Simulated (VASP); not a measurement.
Write the native input for VASP 6.6.1 that does the following.

```
Task                   : relaxation of cell and atoms
Functional             : PBE
Potentials or basis    : VASP PAW PBE potentials, release 64 (Zr_sv, H)
Cutoff                 : 600 eV
k mesh                 : 8 × 8 × 8
Occupations            : gaussian, width 0.1 eV
Spin                   : no spin polarisation
Dipole correction      : no
Further INCAR settings : ALGO = Normal; EDIFF = 1e-07; IBRION = 2; EDIFFG = -0.01; NSW = 100; ISIF = 3
```

The structure of Zr4H lies in POSCAR:

```
Zr4H
1.0
    4.5428500465      0.0000000000      0.0000000000
    0.0000000000      4.5428500465      0.0000000000
    0.0000000000      0.0000000000      4.5428500465
Zr H
4 1
Direct
    0.0000000000      0.5000000000      0.5000000000
    0.5000000000      0.5000000000      0.0000000000
    0.5000000000      0.0000000000      0.5000000000
    0.0000000000      0.0000000000      0.0000000000
    0.5000000000      0.5000000000      0.5000000000
```

The cell was generated, and may not be a known phase.

The input as run:

INCAR

```
ALGO = Normal ; EDIFF = 1E-7
EDIFFG = -0.01 ; ENCUT = 600
GGA = PE ; IBRION = 2
ISIF = 3 ; ISMEAR = 0
LASPH = T ; LCHARG = F
LREAL = F ; LWAVE = F
NELM = 100 ; NSW = 100
PREC = Accurate ; SIGMA = 0.1
```

KPOINTS

```
k-points
0
Gamma
  8 8 8
```

Potentials or basis: VASP PAW PBE potentials, release 64 (Zr_sv, H).

Command:

```bash
$ cat potpaw_PBE.64/Zr_sv/POTCAR potpaw_PBE.64/H/POTCAR > POTCAR
$ mpirun -np 1 vasp_std > vasp.out
```

It gave:

```
Relaxed volume                        : 18.83 Å³/atom
Relaxed cell                          : a = 4.549 Å, b = 4.549 Å, c = 4.549 Å, α = 90.00°, β = 90.00°, γ = 90.00°
Space group after relaxing (to 0.1 Å) : Pm-3m (No. 221)
Energy gained by relaxing             : 0.1 meV/atom
Ionic steps                           : 3
Pressure after relaxing               : 0.0 GPa
Band gap on the k mesh                : zero (an odd number of electrons rules out a gap without spin polarisation)
```

Wall time 87 s on 1 thread of Intel(R) Xeon(R) 6975P-C (Granite Rapids), with other jobs on the host, peak memory 0.26 GiB.
